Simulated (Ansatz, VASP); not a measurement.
## K: VASP beside Ansatz

The input POSCAR:

```
K
1.0
    0.0000000000      3.3359840396      3.3359840396
    3.3359840396      0.0000000000      3.3359840396
    3.3359840396      3.3359840396      0.0000000000
K
1
Direct
    0.0000000000      0.0000000000      0.0000000000
```

Contents of INCAR.step1:

```
SYSTEM = K
PREC     = Accurate       ! precision mode
ENCUT    = 520            ! plane-wave cutoff, eV
EDIFF    = 1E-5           ! SCF threshold, eV
ISMEAR   = 0              ! smearing method
SIGMA    = 0.05           ! smearing width, eV
LREAL    = .FALSE.        ! projectors in reciprocal space
LASPH    = .TRUE.         ! aspherical terms in the spheres
NELM     = 100            ! most SCF steps
ALGO     = Normal         ! electronic algorithm
ISIF     = 2              ! what is computed and relaxed
LWAVE    = .TRUE.         ! write WAVECAR
GGA      = PE             ! functional
NBANDS   = 10             ! bands
```

The input INCAR.step2:

```
SYSTEM = K
PREC     = Accurate       ! precision mode
ENCUT    = 520            ! plane-wave cutoff, eV
EDIFF    = 1E-6           ! SCF threshold, eV
ISMEAR   = 0              ! smearing method
SIGMA    = 0.05           ! smearing width, eV
LREAL    = .FALSE.        ! projectors in reciprocal space
LASPH    = .TRUE.         ! aspherical terms in the spheres
NELM     = 100            ! most SCF steps
ALGO     = Normal         ! electronic algorithm
ISIF     = 2              ! what is computed and relaxed
LWAVE    = .FALSE.        ! write WAVECAR
LCHARG   = .TRUE.         ! write CHGCAR
GGA      = PE             ! functional
LHFCALC  = .TRUE.         ! exact exchange
HFSCREEN = 0.2079         ! screening, 1/A
PRECFOCK = Normal       
LELF     = .TRUE.         ! ELF
LVHAR    = .TRUE.       
ISTART   = 1            
NBANDS   = 10             ! bands
```

File KPOINTS:

```
Automatic mesh
0
G
  6 6 6
  0 0 0
```

Input for Ansatz:

```yaml
crystal:
  lattice:
    - [0.0, 3.3359840396, 3.3359840396]
    - [3.3359840396, 0.0, 3.3359840396]
    - [3.3359840396, 3.3359840396, 0.0]
  atoms:
    - { symbol: K, position: [0.0, 0.0, 0.0] }
basis:
  ecutwfc: 420
  ecutrho_ratio: 4
kpoints:
  mp_grid: { grid: [6, 6, 6] }
hamiltonian:
  xc: hse06
scf:
  occupations: { method: gaussian, width: 0.05 }
output:
  forces: true
  stress: true
  eigenvalues: true
```

Alike in both runs: task single point; functional HSE06; k mesh 6 × 6 × 6; occupations gaussian, width 0.05 eV; no spin polarisation.

|  | VASP | Ansatz |
| --- | --- | --- |
| version | VASP 6.6.1 | Ansatz 0.2.0 |
| potentials or method | VASP PAW PBE potentials, release 64 (K_sv), cutoff 520 eV | scalar-relativistic, plane waves, PAW |
| valence electrons in the cell | 9 | 9 |

```tsv
	VASP	Ansatz	Ansatz less VASP
pressure (GPa)	0.1	0.1	+0.02
```

With one functional, cell and mesh, what is left measures potentials, basis and numerics. Ansatz's warnings: filled band counts differ across k points, stress exchange threshold loose, stress scf threshold loose.
